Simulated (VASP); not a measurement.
# GaAs (F-43m) in VASP: a series of runs

GaAs is run at these levels: LDA, r2SCAN; tasks: single point.

Program: VASP 6.6.1. These are calculated values, not measurements. Logs are shortened: lines on timing, memory, paths and dates and some standing lists are left out, and cuts for length are marked.

### 1 The cell of the first run

It takes space group F-43m (No. 216, cubic). Conventional cell: a = 5.653 Å, b = 5.653 Å, c = 5.653 Å, α = 90.00°, β = 90.00°, γ = 90.00°. Within 3.2 Å of Ga (site symmetry -43m) lie 4 As at 2.45 Å. As (site symmetry -43m) has 4 Ga at 2.45 Å within 3.2 Å.

### 2 Single point, LDA

INCAR reads:

```
SYSTEM = GaAs
PREC = Accurate
ENCUT = 520
EDIFF = 1E-6
ISMEAR = 0
SIGMA = 0.01
LREAL = .False.
LASPH = .True.
NELM = 80
ALGO = Normal
ISIF = 2
LWAVE = .False.
LCHARG = .False.
NBANDS = 16
```

KPOINTS reads:

```
regular mesh
0
Gamma
  8 8 8
  0 0 0
```

POSCAR reads:

```
GaAs
1.0
    0.0000000000      2.8266500000      2.8266500000
    2.8266500000      0.0000000000      2.8266500000
    2.8266500000      2.8266500000      0.0000000000
Ga As
1 1
Direct
    0.0000000000      0.0000000000      0.0000000000
    0.2500000000      0.2500000000      0.2500000000
```

Potentials or basis: VASP PAW LDA potentials, release 64 (Ga_d, As).

On the command line:

```sh
> cat potpaw_LDA.64/Ga_d/POTCAR potpaw_LDA.64/As/POTCAR > POTCAR
> mpirun -np 1 vasp_std > vasp.out
```

OUTCAR:

```text
SYSTEM = GaAs
   PREC = Accurate
   ENCUT = 520
   EDIFF = 1E-6
   ISMEAR = 0
   LREAL = .False.
   LASPH = .True.
   NELM = 80
   ISIF = 2

 ion  position               nearest neighbor table
   1  0.000  0.000  0.000-   2 2.45   2 2.45   2 2.45   2 2.45
   2  0.250  0.250  0.250-   1 2.45   1 2.45   1 2.45   1 2.45

  LATTYP: Found a face centered cubic cell.
 ALAT       =     5.6533000000

  Lattice vectors:

 A1 = (   0.0000000000,   2.8266500000,   2.8266500000)
 A2 = (   2.8266500000,   0.0000000000,   2.8266500000)
 A3 = (   2.8266500000,   2.8266500000,   0.0000000000)

Analysis of symmetry for initial positions (statically):
=====================================================================
 Subroutine PRICEL returns:
 Original cell was already a primitive cell.

 Routine SETGRP: Setting up the symmetry group for a
 face centered cubic supercell.

 Subroutine GETGRP returns: Found 24 space group operations
 (whereof 24 operations were pure point group operations)
 out of a pool of 48 trial point group operations.

The static configuration has the point symmetry T_d .

Analysis of symmetry for dynamics (positions and initial velocities):
=====================================================================
 Subroutine PRICEL returns:
 Original cell was already a primitive cell.

 Routine SETGRP: Setting up the symmetry group for a
 face centered cubic supercell.

 Subroutine GETGRP returns: Found 24 space group operations
 (whereof 24 operations were pure point group operations)
 out of a pool of 48 trial point group operations.

The dynamic configuration has the point symmetry T_d .

 Subroutine INISYM returns: Found 24 space group operations
 (whereof 24 operations are pure point group operations),
 and found     1 'primitive' translations

----------------------------------------------------------------------------------------

                                     Primitive cell

  volume of cell :      45.1696

  direct lattice vectors                    reciprocal lattice vectors
     0.000000000  2.826650000  2.826650000    -0.176887835  0.176887835  0.176887835
     2.826650000  0.000000000  2.826650000     0.176887835 -0.176887835  0.176887835
     2.826650000  2.826650000  0.000000000     0.176887835  0.176887835 -0.176887835

  length of vectors
     3.997486766  3.997486766  3.997486766     0.306378718  0.306378718  0.306378718

  position of ions in fractional coordinates (direct lattice)
     0.000000000  0.000000000  0.000000000
     0.250000000  0.250000000  0.250000000

  ion indices of the primitive-cell ions
   primitive index   ion index
                 1           1
                 2           2

----------------------------------------------------------------------------------------

 KPOINTS: regular mesh

Automatic generation of k-mesh.
 Grid dimensions read from file:
 generate k-points for:    8    8    8

 Generating k-lattice:

  Cartesian coordinates                     Fractional coordinates (reciprocal lattice)
    -0.022110979  0.022110979  0.022110979     0.125000000  0.000000000  0.000000000
     0.022110979 -0.022110979  0.022110979     0.000000000  0.125000000  0.000000000
     0.022110979  0.022110979 -0.022110979     0.000000000  0.000000000  0.125000000

  Length of vectors
     0.038297340  0.038297340  0.038297340

  Shift w.r.t. Gamma in fractional coordinates (k-lattice)
     0.000000000  0.000000000  0.000000000

 Subroutine IBZKPT returns following result:
 ===========================================

 Found     29 irreducible k-points:

 Following reciprocal coordinates:
            Coordinates               Weight
  0.000000  0.000000  0.000000      1.000000
  0.125000  0.000000  0.000000      8.000000
  0.250000  0.000000  0.000000      8.000000
  0.375000  0.000000  0.000000      8.000000
  0.500000  0.000000  0.000000      4.000000
  0.125000  0.125000  0.000000      6.000000
[... 16 lines left out ...]
  0.500000  0.250000  0.125000     48.000000
 -0.375000  0.250000  0.125000     24.000000
 [... further k-points ...]
   k-points           NKPTS =     29   k-points in BZ     NKDIM =     29   number of bands    NBANDS=     16
   number of dos      NEDOS =    301   number of ions     NIONS =      2
   total plane-waves  NPLWV =  27000
   dimension x,y,z NGX =    30 NGY =   30 NGZ =   30
   dimension x,y,z NGXF=    60 NGYF=   60 NGZF=   60
   ions per type =               1   1
   NGX,Y,Z   is equivalent  to a cutoff of  12.48, 12.48, 12.48 a.u.
   NGXF,Y,Z  is equivalent  to a cutoff of  24.95, 24.95, 24.95 a.u.
 SYSTEM =  GaAs
   PREC   = accura    normal or accurate (medium, high low for compatibility)
   ISTART =      0    job   : 0-new  1-cont  2-samecut
   ICHARG =      2    charge: 1-file 2-atom 10-const
   ISPIN  =      1    spin polarized calculation?
   LNONCOLLINEAR =      F non collinear calculations
   LSORBIT =      F    spin-orbit coupling
   LASPH  =      T    aspherical Exc in radial PAW
   ENCUT  =  520.0 eV  38.22 Ry    6.18 a.u.   7.43  7.43  7.43*2*pi/ulx,y,z
   NELM   =     80;   NELMIN=  2; NELMDL= -5     # of ELM steps
   EDIFF  = 0.1E-05   stopping-criterion for ELM
   LREAL  =      F    real-space projection
   EDIFFG = 0.1E-04   stopping-criterion for IOM
   NSW    =      0    number of steps for IOM
   IBRION =     -1    ionic relax: 0-MD 1-quasi-New 2-CG
   NFREE  =      0    steps in history (QN), initial steepest desc. (CG)
   ISIF   =      2    stress and relaxation
   ISYM   =      2    0-nonsym 1-usesym 2-fastsym
   POTIM  = 0.5000    time-step for ionic-motion
   TEBEG  =    0.0;   TEEND  =   0.0 temperature during run
   PSTRESS=    0.0 pullay stress
   NELECT =      18.0000    total number of electrons
   NUPDOWN=      -1.0000    fix difference up-down
   EMIN   =  10.00;   EMAX   =-10.00  energy-range for DOS
   EFERMI =   0.00;   METHOD = LEGACY
   ISMEAR =     0;   SIGMA  =   0.01  broadening in eV -4-tet -1-fermi 0-gaus
   EFERMI_NEDOS =   21; number of points for ismear=-14 and -15
   IALGO  =     38    algorithm
   IMIX   =      4    mixing-type and parameters
     AMIX     =   0.40;   BMIX     =  1.00
     AMIX_MAG =   1.60;   BMIX_MAG =  1.00
  volume/ion in A,a.u.               =      22.58       152.41
  Fermi-wavevector in a.u.,A,eV,Ry     =   1.204713  2.276578 19.746593  1.451334
  Thomas-Fermi vector in A             =   2.340430
   LORBIT       =      0    0 simple, 1 ext, 2 COOP (PROOUT), +10 PAW based schemes
   GGA     = CA    functional components
   LHFCALC =     F    Hartree Fock is set to
   AEXX    =    0.0000 exact exchange contribution
   IVDW    =     0    specifies the selected vdW correction
   LEPSILON=     F    determine dielectric tensor
   LRPA    =     F    only Hartree local field effects (RPA)
 non-spin polarized calculation
 Gauss-broadening in eV      SIGMA  =   0.01
  energy-cutoff  :      520.00
  volume of cell :       45.17
 maximum number of plane-waves:      1243
 NGX is ok and might be reduce to    30
   NGX = 15   NGY = 15   NGZ = 15

 number of electron      17.9999995 magnetization

 Free energy of the ion-electron system (eV)
  ---------------------------------------------------
  ext. energy  EPLUGINS =         0.00000000
  ---------------------------------------------------
  free energy    TOTEN  =        -9.63182901 eV

  energy without entropy =       -9.63182901  energy(sigma->0) =       -9.63182901

 E-fermi :   3.8808     XC(G=0):  -9.9129

 val. band max:        3.8042957489   @ k =   0.0000   0.0000   0.0000
 cond. band min:       4.1370419898   @ k =   0.0000   0.0000   0.0000
 fundamental gap:      0.3327462408
 Fermi energy:         3.8807609143

 k-point     1 :       0.0000    0.0000    0.0000
  band No.  band energies     occupation
      1     -11.1268      2.00000
      2     -11.1268      2.00000
      3     -11.1268      2.00000
      4     -11.0487      2.00000
      5     -11.0487      2.00000
      6      -8.9617      2.00000
[... 8 lines left out ...]
     15      13.9734      0.00000
     16      13.9734      0.00000

 k-point     2 :       0.1250    0.0000    0.0000
  band No.  band energies     occupation
      1     -11.1396      2.00000
      2     -11.1233      2.00000
      3     -11.1233      2.00000
      4     -11.0489      2.00000
      5     -11.0489      2.00000
      6      -8.7796      2.00000
[... 8 lines left out ...]
     15      13.0641      0.00000
     16      13.0641      0.00000

 k-point     3 :       0.2500    0.0000    0.0000
  band No.  band energies     occupation
      1     -11.1679      2.00000
      2     -11.1157      2.00000
      3     -11.1157      2.00000
      4     -11.0484      2.00000
      5     -11.0484      2.00000
      6      -8.2704      2.00000
[... 8 lines left out ...]
     15      12.8100      0.00000
     16      12.8100      0.00000

 k-point     4 :       0.3750    0.0000    0.0000
  band No.  band energies     occupation
      1     -11.1935      2.00000
      2     -11.1097      2.00000
      3     -11.1097      2.00000
      4     -11.0463      2.00000
      5     -11.0463      2.00000
      6      -7.5871      2.00000
[... 8 lines left out ...]
     15      13.9654      0.00000
     16      13.9654      0.00000
[... 324 lines left out ...]
 k-point    22 :       0.3750    0.2500    0.1250
  band No.  band energies     occupation
      1     -11.1897      2.00000
      2     -11.1066      2.00000
      3     -11.1039      2.00000
      4     -11.0566      2.00000
      5     -11.0436      2.00000
      6      -7.8408      2.00000
[... 8 lines left out ...]
     15      14.6295      0.00000
     16      15.0729      0.00000

 k-point    23 :       0.5000    0.2500    0.1250
  band No.  band energies     occupation
      1     -11.2056      2.00000
      2     -11.1032      2.00000
      3     -11.0973      2.00000
      4     -11.0554      2.00000
      5     -11.0440      2.00000
      6      -7.2083      2.00000
[... 8 lines left out ...]
     15      14.5181      0.00000
     16      15.9471      0.00000

 k-point    24 :      -0.3750    0.2500    0.1250
  band No.  band energies     occupation
      1     -11.2116      2.00000
      2     -11.1025      2.00000
      3     -11.0949      2.00000
      4     -11.0530      2.00000
      5     -11.0452      2.00000
      6      -6.8544      2.00000
[... 8 lines left out ...]
     15      15.3031      0.00000
     16      15.8273      0.00000

 [... further k-points ...]
[... 5 lines left out ...]
  --------------------------------------------------------------------------------------
  -------------------------------------------------------------------------------------
  Total       -0.4546418     -0.4546418     -0.4546418     -0.0000000     -0.0000000     -0.0000000
  in kB      -16.1262653    -16.1262653    -16.1262653     -0.0000000     -0.0000000     -0.0000000
  external PRESSURE =     -16.1262653 kB  Pullay stress =       0.0000000 kB

 VOLUME and BASIS-vectors are now :
 -----------------------------------------------------------------------------
  energy-cutoff  :      520.00
  volume of cell :       45.17
      direct lattice vectors                 reciprocal lattice vectors
     0.000000000  2.826650000  2.826650000    -0.176887835  0.176887835  0.176887835
     2.826650000  0.000000000  2.826650000     0.176887835 -0.176887835  0.176887835
     2.826650000  2.826650000  0.000000000     0.176887835  0.176887835 -0.176887835

 POSITION                                       TOTAL-FORCE (eV/Angst)
 -----------------------------------------------------------------------------------
      0.00000      0.00000      0.00000         0.000000      0.000000      0.000000
      1.41332      1.41332      1.41332        -0.000000     -0.000000     -0.000000
 -----------------------------------------------------------------------------------
    total drift:                               -0.000000     -0.000000     -0.000000

  FREE ENERGIE OF THE ION-ELECTRON SYSTEM (eV)
  ---------------------------------------------------
  free  energy   TOTEN  =        -9.6318290122 eV

  energy  without entropy=       -9.6318290122  energy(sigma->0) =       -9.63182901
```

Wall time 9.4 s (1 thread of Intel Xeon 6975P-C (Granite Rapids), shared host); peak memory 0.15 GiB.

Results:

* Free energy: -9.6318 eV
* Pressure: -1.6 GPa
* Band gap on the k mesh: 0.33 eV, direct

### 3 Single point, r2SCAN

POSCAR is that of step 2.

INCAR.step1 reads:

```
ALGO = Normal
EDIFF = 1E-4
ENCUT = 520
GGA = PE
ISMEAR = 0
LASPH = T
LCHARG = F
LREAL = F
LWAVE = T
NBANDS = 16
NELM = 100
PREC = Accurate
SIGMA = 0.01
```

INCAR.step2 reads:

```
ALGO = Normal
EDIFF = 1E-7
ENCUT = 520
ISIF = 2
ISMEAR = 0
ISTART = 1
LASPH = T
LCHARG = F
LMIXTAU = T
LREAL = F
LWAVE = F
METAGGA = R2SCAN
NBANDS = 16
NELM = 100
PREC = Accurate
SIGMA = 0.01
```

KPOINTS reads:

```
k-points
0
Gamma
  8 8 8
```

Potentials or basis: VASP PAW PBE potentials, release 64 (Ga_d, As).

On the command line:

```sh
> cat potpaw_PBE.64/Ga_d/POTCAR potpaw_PBE.64/As/POTCAR > POTCAR
> cp INCAR.step1 INCAR
> mpirun -np 1 vasp_std > vasp.out
> cp INCAR.step2 INCAR
> mpirun -np 1 vasp_std > vasp.out
```

OUTCAR:

```text
EDIFF = 1E-7
   ENCUT = 520
   ISIF = 2
   ISMEAR = 0
   ISTART = 1
   LASPH = T
   LREAL = F
   METAGGA = R2SCAN
   NELM = 100
   PREC = Accurate

 ion  position               nearest neighbor table
   1  0.000  0.000  0.000-   2 2.45   2 2.45   2 2.45   2 2.45
   2  0.250  0.250  0.250-   1 2.45   1 2.45   1 2.45   1 2.45

  LATTYP: Found a face centered cubic cell.
 ALAT       =     5.6533000000

  Lattice vectors:

 A1 = (   0.0000000000,   2.8266500000,   2.8266500000)
 A2 = (   2.8266500000,   0.0000000000,   2.8266500000)
 A3 = (   2.8266500000,   2.8266500000,   0.0000000000)
[... 625 lines left out ...]
      4     -11.4698      2.00000
      5     -11.4614      2.00000
      6      -7.3191      2.00000
[... 8 lines left out ...]
     15      15.9853      0.00000
     16      16.5718      0.00000

 [... further k-points ...]
[... 5 lines left out ...]
  --------------------------------------------------------------------------------------
  -------------------------------------------------------------------------------------
  Total        0.1777490      0.1777490      0.1777490      0.0000000      0.0000000      0.0000000
  in kB        6.3048041      6.3048041      6.3048041      0.0000000      0.0000000      0.0000000
  external PRESSURE =       6.3048041 kB  Pullay stress =       0.0000000 kB

 VOLUME and BASIS-vectors are now :
 -----------------------------------------------------------------------------
  energy-cutoff  :      520.00
  volume of cell :       45.17
      direct lattice vectors                 reciprocal lattice vectors
     0.000000000  2.826650000  2.826650000    -0.176887835  0.176887835  0.176887835
     2.826650000  0.000000000  2.826650000     0.176887835 -0.176887835  0.176887835
     2.826650000  2.826650000  0.000000000     0.176887835  0.176887835 -0.176887835

 POSITION                                       TOTAL-FORCE (eV/Angst)
 -----------------------------------------------------------------------------------
      0.00000      0.00000      0.00000         0.000000      0.000000      0.000000
      1.41332      1.41332      1.41332        -0.000000     -0.000000     -0.000000
 -----------------------------------------------------------------------------------
    total drift:                                0.000001      0.000001      0.000001

  FREE ENERGIE OF THE ION-ELECTRON SYSTEM (eV)
  ---------------------------------------------------
  free  energy   TOTEN  =       -27.0525705959 eV

  energy  without entropy=      -27.0525705959  energy(sigma->0) =      -27.05257060
```

It took 50 s on 1 thread of Intel Xeon 6975P-C (Granite Rapids), shared host; peak memory 0.17 GiB.

Results:

```
Free energy            : -27.0526 eV
Pressure               : 0.6 GPa
Band gap on the k mesh : 1.00 eV, direct
```

Levels at points of the mesh, in eV from the valence-band top:
```tsv
k point	band 5	band 6	band 7	band 8	band 9	band 10	band 11	band 12	band 13	band 14
(0.00, 0.00, 0.00)	-15.15	-13.21	0.00	0.00	0.00	1.00	4.04	4.04	4.04	8.25
(0.50, 0.00, 0.00)	-15.14	-11.36	-6.82	-1.19	-1.19	1.36	4.99	4.99	8.29	11.14
(0.50, 0.50, 0.00)	-15.13	-10.58	-7.00	-2.78	-2.78	1.76	1.95	10.86	10.86	11.76
```

Caveat: the PAW data sets were made with another functional, which shifts forces and pressure a little.
